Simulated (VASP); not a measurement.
# TiSi2 (Cmcm) in VASP: further runs

The runs below take TiSi2 through single point, with PBE.

Everything below comes from runs of VASP 6.6.1. Logs are shortened: lines on timing, memory, paths and dates and some standing lists are left out, and cuts for length are marked.

## 1. The cell of the first run

Symmetry: Cmcm, No. 63, orthorhombic system. Conventional cell: a = 3.548 Å, b = 13.561 Å, c = 3.579 Å, α = 90.00°, β = 90.00°, γ = 90.00°. Within 3.4 Å of Ti (site symmetry m2m) lie 10 Si at 2.59 to 2.83 Å and 2 Ti at 3.32 Å. Within 3.2 Å of Si (site symmetry m2m) lie 6 Si at 2.40 to 3.15 Å and 6 Ti at 2.59 to 2.83 Å. Within 3.3 Å of Si (site symmetry m2m) lie 8 Si at 2.52 to 3.15 Å and 4 Ti at 2.67 to 2.68 Å.

## 2. Single point, PBE

Contents of INCAR:

```
ALGO = Normal ; EDIFF = 1E-6
ENCUT = 520 ; GGA = PE
ISIF = 2 ; ISMEAR = 0
LASPH = T ; LCHARG = T
LELF = T ; LREAL = F
LVHAR = T ; LWAVE = F
NBANDS = 29 ; NELM = 100
PREC = Accurate ; SIGMA = 0.1
```

Contents of KPOINTS:

```
k-points
0
Gamma
  10 10 10
```

Contents of POSCAR:

```
TiSi2
1.0
    1.7738039275     -6.7803428759      0.0000000000
    1.7738039275      6.7803428759      0.0000000000
    0.0000000000      0.0000000000      3.5792221404
Ti Si
2 4
Direct
    0.8968189481      0.1031810519      0.7500000000
    0.1031810519      0.8968189481      0.2500000000
    0.5591475244      0.4408524756      0.7500000000
    0.4408524756      0.5591475244      0.2500000000
    0.2498281362      0.7501718638      0.7500000000
    0.7501718638      0.2498281362      0.2500000000
```

Potentials or basis: VASP PAW PBE potentials, release 64 (Ti_sv, Si).

Run with:

```bash
cat potpaw_PBE.64/Ti_sv/POTCAR potpaw_PBE.64/Si/POTCAR > POTCAR
mpirun -np 1 vasp_std > vasp.out
```

OUTCAR:

```text
EDIFF = 1E-6
   ENCUT = 520
   GGA = PE
   ISIF = 2
   ISMEAR = 0
   LASPH = T
   LREAL = F
   NELM = 100
   PREC = Accurate

 ion  position               nearest neighbor table
   1  0.897  0.103  0.750-   4 2.59   4 2.59   4 2.59   4 2.59   5 2.67   5 2.67   6 2.68   6 2.68
                             3 2.83   3 2.83
   2  0.103  0.897  0.250-   3 2.59   3 2.59   3 2.59   3 2.59   6 2.67   6 2.67   5 2.68   5 2.68
                             4 2.83   4 2.83
   3  0.559  0.441  0.750-   4 2.40   4 2.40   2 2.59   2 2.59   2 2.59   2 2.59   1 2.83   1 2.83
                             5 3.14   5 3.14   6 3.15   6 3.15
   4  0.441  0.559  0.250-   3 2.40   3 2.40   1 2.59   1 2.59   1 2.59   1 2.59   2 2.83   2 2.83
                             6 3.14   6 3.14   5 3.15   5 3.15
   5  0.250  0.750  0.750-   6 2.52   6 2.52   6 2.52   6 2.52   1 2.67   1 2.67   2 2.68   2 2.68
                             3 3.14   3 3.14   4 3.15   4 3.15
   6  0.750  0.250  0.250-   5 2.52   5 2.52   5 2.52   5 2.52   2 2.67   2 2.67   1 2.68   1 2.68
                             4 3.14   4 3.14   3 3.15   3 3.15

  LATTYP: Found a base centered orthorhombic cell.
 ALAT       =     3.5476078550
 B/A-ratio  =     3.8224872382
 C/A-ratio  =     1.0089114374

  Lattice vectors:

 A1 = (   1.7738039275,  -6.7803428759,   0.0000000000)
 A2 = (   1.7738039275,   6.7803428759,   0.0000000000)
 A3 = (   0.0000000000,   0.0000000000,   3.5792221404)

Analysis of symmetry for initial positions (statically):
=====================================================================
 Subroutine PRICEL returns:
 Original cell was already a primitive cell.

 Routine SETGRP: Setting up the symmetry group for a
 base centered orthorhombic supercell.

 Subroutine GETGRP returns: Found  8 space group operations
 (whereof  4 operations were pure point group operations)
 out of a pool of  8 trial point group operations.

The static configuration has the point symmetry C_2h.
 The point group associated with its full space group is D_2h.

Analysis of symmetry for dynamics (positions and initial velocities):
=====================================================================
 Subroutine PRICEL returns:
 Original cell was already a primitive cell.

 Routine SETGRP: Setting up the symmetry group for a
 base centered orthorhombic supercell.

 Subroutine GETGRP returns: Found  8 space group operations
 (whereof  4 operations were pure point group operations)
 out of a pool of  8 trial point group operations.

The dynamic configuration has the point symmetry C_2h.
 The point group associated with its full space group is D_2h.

 Subroutine INISYM returns: Found  8 space group operations
 (whereof  4 operations are pure point group operations),
 and found     1 'primitive' translations

----------------------------------------------------------------------------------------

                                     Primitive cell

  volume of cell :      86.0946

  direct lattice vectors                    reciprocal lattice vectors
     1.773803927 -6.780342876  0.000000000     0.281880084 -0.073742583  0.000000000
     1.773803927  6.780342876  0.000000000     0.281880084  0.073742583  0.000000000
     0.000000000  0.000000000  3.579222140     0.000000000  0.000000000  0.279390315

  length of vectors
     7.008525515  7.008525515  3.579222140     0.291366351  0.291366351  0.279390315

  position of ions in fractional coordinates (direct lattice)
     0.896818948  0.103181052  0.750000000
     0.103181052  0.896818948  0.250000000
     0.559147524  0.440852476  0.750000000
     0.440852476  0.559147524  0.250000000
     0.249828136  0.750171864  0.750000000
     0.750171864  0.249828136  0.250000000

  ion indices of the primitive-cell ions
   primitive index   ion index
                 1           1
                 2           2
                 3           3
                 4           4
                 5           5
                 6           6

----------------------------------------------------------------------------------------

 KPOINTS: k-points

Automatic generation of k-mesh.
 Grid dimensions read from file:
 generate k-points for:   10   10   10

 Generating k-lattice:

  Cartesian coordinates                     Fractional coordinates (reciprocal lattice)
     0.028188008 -0.007374258  0.000000000     0.100000000  0.000000000  0.000000000
     0.028188008  0.007374258  0.000000000     0.000000000  0.100000000  0.000000000
     0.000000000  0.000000000  0.027939031     0.000000000  0.000000000  0.100000000

  Length of vectors
     0.029136635  0.029136635  0.027939031

  Shift w.r.t. Gamma in fractional coordinates (k-lattice)
     0.000000000  0.000000000  0.000000000

 Subroutine IBZKPT returns following result:
 ===========================================

 Found    186 irreducible k-points:

 Following reciprocal coordinates:
            Coordinates               Weight
  0.000000  0.000000  0.000000      1.000000
  0.100000 -0.000000  0.000000      4.000000
  0.200000 -0.000000  0.000000      4.000000
  0.300000 -0.000000  0.000000      4.000000
  0.400000 -0.000000  0.000000      4.000000
  0.500000 -0.000000  0.000000      2.000000
[... 16 lines left out ...]
  0.300000  0.300000  0.000000      2.000000
  0.400000  0.300000  0.000000      4.000000
 [... further k-points ...]
   k-points           NKPTS =    186   k-points in BZ     NKDIM =    186   number of bands    NBANDS=     29
   number of dos      NEDOS =    301   number of ions     NIONS =      6
   total plane-waves  NPLWV =  81648
   dimension x,y,z NGX =    54 NGY =   54 NGZ =   28
   dimension x,y,z NGXF=   108 NGYF=  108 NGZF=   56
   ions per type =               2   4
   NGX,Y,Z   is equivalent  to a cutoff of  12.81, 12.81, 13.01 a.u.
   NGXF,Y,Z  is equivalent  to a cutoff of  25.62, 25.62, 26.01 a.u.
 SYSTEM =  unknown system
   PREC   = accura    normal or accurate (medium, high low for compatibility)
   ISTART =      0    job   : 0-new  1-cont  2-samecut
   ICHARG =      2    charge: 1-file 2-atom 10-const
   ISPIN  =      1    spin polarized calculation?
   LNONCOLLINEAR =      F non collinear calculations
   LSORBIT =      F    spin-orbit coupling
   LASPH  =      T    aspherical Exc in radial PAW
   ENCUT  =  520.0 eV  38.22 Ry    6.18 a.u.  13.03 13.03  6.65*2*pi/ulx,y,z
   NELM   =    100;   NELMIN=  2; NELMDL= -5     # of ELM steps
   EDIFF  = 0.1E-05   stopping-criterion for ELM
   LREAL  =      F    real-space projection
   EDIFFG = 0.1E-04   stopping-criterion for IOM
   NSW    =      0    number of steps for IOM
   IBRION =     -1    ionic relax: 0-MD 1-quasi-New 2-CG
   NFREE  =      0    steps in history (QN), initial steepest desc. (CG)
   ISIF   =      2    stress and relaxation
   ISYM   =      2    0-nonsym 1-usesym 2-fastsym
   POTIM  = 0.5000    time-step for ionic-motion
   TEBEG  =    0.0;   TEEND  =   0.0 temperature during run
   PSTRESS=    0.0 pullay stress
   NELECT =      40.0000    total number of electrons
   NUPDOWN=      -1.0000    fix difference up-down
   EMIN   =  10.00;   EMAX   =-10.00  energy-range for DOS
   EFERMI =   0.00;   METHOD = LEGACY
   ISMEAR =     0;   SIGMA  =   0.10  broadening in eV -4-tet -1-fermi 0-gaus
   EFERMI_NEDOS =   21; number of points for ismear=-14 and -15
   IALGO  =     38    algorithm
   IMIX   =      4    mixing-type and parameters
     AMIX     =   0.40;   BMIX     =  1.00
     AMIX_MAG =   1.60;   BMIX_MAG =  1.00
  volume/ion in A,a.u.               =      14.35        96.83
  Fermi-wavevector in a.u.,A,eV,Ry     =   1.267952  2.396082 21.874122  1.607703
  Thomas-Fermi vector in A             =   2.401073
   LORBIT       =      0    0 simple, 1 ext, 2 COOP (PROOUT), +10 PAW based schemes
   GGA     = PE    functional components
   LHFCALC =     F    Hartree Fock is set to
   AEXX    =    0.0000 exact exchange contribution
   IVDW    =     0    specifies the selected vdW correction
   LEPSILON=     F    determine dielectric tensor
   LRPA    =     F    only Hartree local field effects (RPA)
 non-spin polarized calculation
 Gauss-broadening in eV      SIGMA  =   0.10
  energy-cutoff  :      520.00
  volume of cell :       86.09
 maximum number of plane-waves:      2340
 NGX is ok and might be reduce to    54
   NGX = 27   NGY = 27   NGZ = 13

 number of electron      40.0000005 magnetization

 Free energy of the ion-electron system (eV)
  ---------------------------------------------------
  ext. energy  EPLUGINS =         0.00000000
  ---------------------------------------------------
  free energy    TOTEN  =       -40.75288905 eV

  energy without entropy =      -40.74548306  energy(sigma->0) =      -40.74918606

 E-fermi :  10.3871     XC(G=0): -11.5891

 val. band max:       10.3706481318   @ k =  -0.2000   0.1000   0.2000
 cond. band min:      10.3871066273   @ k =   0.5000   0.2000   0.0000
 fundamental gap:      0.0164584955
 Fermi energy:        10.3871020698

 k-point     1 :       0.0000    0.0000    0.0000
  band No.  band energies     occupation
      1     -46.4523      2.00000
      2     -46.4435      2.00000
      3     -22.7957      2.00000
      4     -22.7617      2.00000
      5     -22.7550      2.00000
      6     -22.7494      2.00000
[... 21 lines left out ...]
     28      13.3042      0.00000
     29      13.4937      0.00000

 k-point     2 :       0.1000   -0.0000    0.0000
  band No.  band energies     occupation
      1     -46.4519      2.00000
      2     -46.4431      2.00000
      3     -22.7945      2.00000
      4     -22.7685      2.00000
      5     -22.7557      2.00000
      6     -22.7544      2.00000
[... 21 lines left out ...]
     28      13.3830      0.00000
     29      13.4896      0.00000

 k-point     3 :       0.2000   -0.0000    0.0000
  band No.  band energies     occupation
      1     -46.4509      2.00000
      2     -46.4422      2.00000
      3     -22.7916      2.00000
      4     -22.7861      2.00000
      5     -22.7719      2.00000
      6     -22.7527      2.00000
[... 638 lines left out ...]
      5     -22.7828      2.00000
      6     -22.7487      2.00000
[... 21 lines left out ...]
     28      13.4624      0.00000
     29      13.6819      0.00000

 k-point    24 :       0.4000    0.3000    0.0000
  band No.  band energies     occupation
      1     -46.4495      2.00000
      2     -46.4411      2.00000
      3     -22.8090      2.00000
      4     -22.7917      2.00000
      5     -22.7843      2.00000
      6     -22.7503      2.00000
[... 21 lines left out ...]
     28      13.6509      0.00000
     29      13.7101      0.00000

 [... further k-points ...]

------------------------ aborting loop because EDIFF is reached ----------------------------------------

  FORCE on cell =-STRESS in cart. coord.  units (eV):
  Direction    XX          YY          ZZ          XY          YZ          ZX
  --------------------------------------------------------------------------------------
  -------------------------------------------------------------------------------------
  Total        0.0048958     -0.0057255     -0.0128014      0.0000000      0.0000000      0.0000000
  in kB        0.0911079     -0.1065479     -0.2382275      0.0000000      0.0000000      0.0000000
  external PRESSURE =      -0.0845558 kB  Pullay stress =       0.0000000 kB

 VOLUME and BASIS-vectors are now :
 -----------------------------------------------------------------------------
  energy-cutoff  :      520.00
  volume of cell :       86.09
      direct lattice vectors                 reciprocal lattice vectors
     1.773803927 -6.780342876  0.000000000     0.281880084 -0.073742583  0.000000000
     1.773803927  6.780342876  0.000000000     0.281880084  0.073742583  0.000000000
     0.000000000  0.000000000  3.579222140     0.000000000  0.000000000  0.279390315

 POSITION                                       TOTAL-FORCE (eV/Angst)
 -----------------------------------------------------------------------------------
      1.77380     -5.38114      2.68442         0.000000      0.001243      0.000000
      1.77380      5.38114      0.89481         0.000000     -0.001243     -0.000000
      1.77380     -0.80208      2.68442         0.000000      0.010930     -0.000000
      1.77380      0.80208      0.89481         0.000000     -0.010930     -0.000000
      1.77380      3.39250      2.68442         0.000000     -0.000522     -0.000000
      1.77380     -3.39250      0.89481         0.000000      0.000522     -0.000000
 -----------------------------------------------------------------------------------
    total drift:                                0.000000      0.000000      0.000000

  FREE ENERGIE OF THE ION-ELECTRON SYSTEM (eV)
  ---------------------------------------------------
  free  energy   TOTEN  =       -40.7528890507 eV

  energy  without entropy=      -40.7454830614  energy(sigma->0) =      -40.74918606
```

Run time: 15 min. Hardware: 1 thread of AMD EPYC 7R13 (Zen 3), shared host; peak memory 0.51 GiB.

Results:

```yaml
Free_energy: -40.7529 eV
Pressure: 0.0 GPa
Largest_force: 0.011 eV/Å
Band_gap_on_the_k_mesh: zero (band 20 reaches 10.86 eV, above the bottom of band 21 at 9.87 eV)
```

Forces on the atoms (eV/Å):
```
Ti   0.000  0.001  0.000
Ti   0.000 -0.001  0.000
Si   0.000  0.011  0.000
Si   0.000 -0.011  0.000
Si   0.000 -0.001  0.000
Si   0.000  0.001  0.000
```

## 3. Single point, PBE

This run uses another cell than the first one, of 12.41 Å³/atom, 0.865 times its volume.

Contents of INCAR:

```
  PREC = Accurate
  ENCUT = 520
  EDIFF = 1E-6
  ISMEAR = 0
  SIGMA = 0.1
  LREAL = False
  LASPH = True
  NELM = 80
  ALGO = Normal
  ISIF = 2
  LWAVE = False
  LCHARG = False
  GGA = PE
  NBANDS = 29
```

Contents of KPOINTS:

```
Automatic mesh
0
Gamma
  12 12 10
```

Contents of POSCAR:

```
TiSi2
1.0
    1.7063341436     -6.3222900265      0.0000000000
    1.7063341436      6.3222900265      0.0000000000
    0.0000000000      0.0000000000      3.4501906441
Ti Si
2 4
Direct
    0.8996670720      0.1003329280      0.7500000000
    0.1003329280      0.8996670720      0.2500000000
    0.5630231738      0.4369768262      0.7500000000
    0.4369768262      0.5630231738      0.2500000000
    0.2494540501      0.7505459499      0.7500000000
    0.7505459499      0.2494540501      0.2500000000
```

Potentials or basis: VASP PAW PBE potentials, release 64 (Ti_sv, Si).

Run with:

```bash
cat potpaw_PBE.64/Ti_sv/POTCAR potpaw_PBE.64/Si/POTCAR > POTCAR
mpirun -np 1 vasp_std > vasp.out
```

It took 8.1 min on 1 thread of Intel Xeon Platinum 8559C (Emerald Rapids), shared host; peak memory 0.57 GiB.

Results (log left out):

```yaml
Free_energy: -39.9541 eV
Pressure: 24.9 GPa
Largest_force: 0.010 eV/Å
Band_gap_on_the_k_mesh: zero (band 20 reaches 12.71 eV, above the bottom of band 21 at 11.71 eV)
```

Forces in eV/Å, atoms in the order of the input:
```
Ti   0.000  0.002  0.000
Ti   0.000 -0.002  0.000
Si   0.000  0.010  0.000
Si   0.000 -0.010  0.000
Si   0.000  0.003  0.000
Si   0.000 -0.003  0.000
```

Levels at points of the mesh, in eV from the Fermi level:
```
           k point  band 18  band 19  band 20  band 21  band 22  band 23
(0.00, 0.00, 0.00)    -2.16    -1.95     0.31     0.82     0.88     1.09
(0.50, 0.00, 0.00)    -1.17    -0.73    -0.72    -0.66     1.48     1.75
(0.50, 0.50, 0.00)    -2.01    -1.25     0.20     0.52     0.56     0.97
(0.00, 0.00, 0.50)    -1.89    -0.04    -0.04     1.59     1.59     1.63
(0.50, 0.00, 0.50)    -3.18    -2.83    -2.83     1.98     1.98     2.15
(0.50, 0.50, 0.50)    -2.51    -1.08    -1.08     0.86     0.86     1.88
```
